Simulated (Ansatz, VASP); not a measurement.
# Cr2Re in VASP and in Ansatz

```
Cr Re
1.0
     0.00000    3.35691    3.35691
     3.35691    0.00000    3.35691
     3.35691    3.35691    0.00000
Cr Re
4 2
Cartesian
  4.1961 4.1961 4.1961
  4.1961 2.5177 2.5177
  2.5177 2.5177 4.1961
  2.5177 4.1961 2.5177
  0.0000 0.0000 0.0000
  1.6785 1.6785 1.6785
```

Alike in both runs: functional PBE; k mesh 10 × 10 × 10; occupations gaussian, width 0.1 eV; no spin polarisation.

Ansatz relaxed the structure, and its values are those at the end. VASP's run is a single point on that final structure, the one shown.

|  | VASP | Ansatz |
| --- | --- | --- |
| version | VASP 6.6.1 | Ansatz 0.2.0 |
| potentials or method | VASP PAW PBE potentials, release 64 (Cr_pv, Re), cutoff 520 eV | scalar-relativistic, plane waves, PAW |
| valence electrons in the cell | 62 | 86 |

Ansatz gave:

* gap on the k mesh at the Fermi level (eV): none
* pressure (GPa): 0.0

Estimate VASP's values.

gap on the k mesh at the Fermi level (eV): none; pressure (GPa): -0.5.

A gap of «none» marks a metal or a gap that the smearing closes. The functional is the same, so the differences come from potentials, cutoffs and numerics. VASP's potentials hold 62 valence electrons a cell and Ansatz's 86, so a difference there can come from the potentials and not from the codes.

Spin-orbit coupling is off throughout.
